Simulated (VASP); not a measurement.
A run of VASP 6.6.1 is set up as follows.

The input INCAR:

```
PREC = Accurate ; ENCUT = 520
EDIFF = 1E-6 ; ISMEAR = 0
SIGMA = 0.05 ; LREAL = F
LASPH = T ; NELM = 60
ALGO = Normal ; ISIF = 2
LWAVE = F ; LCHARG = T
LELF = T ; LVHAR = T
NBANDS = 10
```

Contents of KPOINTS:

```
Automatic mesh
0
Gamma
  12 12 6
```

The input POSCAR:

```
Al
1.0
    2.8494652311      0.0000000000      0.0000000000
   -1.4247331221      2.4677098072      0.0000000000
    0.0000000000      0.0000000000      4.9308948445
Al
2
Direct
    0.6666666667      0.3333333333      0.7500000000
    0.3333333333      0.6666666667      0.2500000000
```

Potentials or basis: VASP PAW LDA potentials, release 64 (Al).

Command:

```console
$ cat potpaw_LDA.64/Al/POTCAR > POTCAR
$ mpirun -np 1 vasp_std > vasp.out
```

(1) Estimate the pressure.

(2) Predict the band gap on the k mesh.

Results:

(1) -5.6 GPa.

(2) zero (band 3 reaches 10.89 eV, above the bottom of band 4 at 4.23 eV).
